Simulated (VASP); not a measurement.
Set up this calculation in VASP 6.6.1, as the native input.

| Property | Result |
| --- | --- |
| Task | single point |
| Functional | LDA |
| Potentials or basis | VASP PAW LDA potentials, release 64 (P) |
| Cutoff | 520 eV |
| k mesh | 8 × 8 × 6 |
| Occupations | fermi-dirac, width 0.05 eV |
| Spin | no spin polarisation |
| Dipole correction | no |
| Further INCAR settings | ALGO = Normal; EDIFF = 1e-06; NBANDS = 18 |

The structure of P lies in POSCAR:

```
P
1.0
    1.6694264413     -5.5369543634      0.0000000000
    1.6694264413      5.5369543634      0.0000000000
    0.0000000000      0.0000000000      4.6034271255
P
4
Direct
    0.9041431300      0.0958568700      0.5888151700
    0.0958568700      0.9041431300      0.4111848300
    0.5958568700      0.4041431300      0.0888151700
    0.4041431300      0.5958568700      0.9111848300
```

This cell differs from its parent crystal: volume scaled by 1.04.

These files were run (other wordings do the same):

INCAR

```
SYSTEM = P
PREC     = Accurate       ! precision mode
ENCUT    = 520            ! plane-wave cutoff, eV
EDIFF    = 1E-6           ! SCF threshold, eV
ISMEAR   = -1             ! smearing method
SIGMA    = 0.05           ! smearing width, eV
LREAL    = .FALSE.        ! projectors in reciprocal space
LASPH    = .TRUE.         ! aspherical terms in the spheres
NELM     = 60             ! most SCF steps
ALGO     = Normal         ! electronic algorithm
ISIF     = 2              ! what is computed and relaxed
LWAVE    = .FALSE.        ! write WAVECAR
LCHARG   = .TRUE.         ! write CHGCAR
LELF     = .TRUE.         ! ELF
LVHAR    = .TRUE.       
NBANDS   = 18             ! bands
```

KPOINTS

```
Automatic mesh
0
G
  8 8 6
  0 0 0
```

Potentials or basis: VASP PAW LDA potentials, release 64 (P).

Launch:

```bash
$ cat potpaw_LDA.64/P/POTCAR > POTCAR
$ mpirun -np 1 vasp_std > vasp.out
```

Results of the run:

| Item | Value |
| --- | --- |
| Pressure | -4.9 GPa |
| Largest force | 0.210 eV/Å |
| Band gap on the k mesh | 0.05 eV, direct |

It took 3.7 min on 1 thread of Oxide Virtual Turin-like Processor (shared host), peak memory 0.22 GiB.
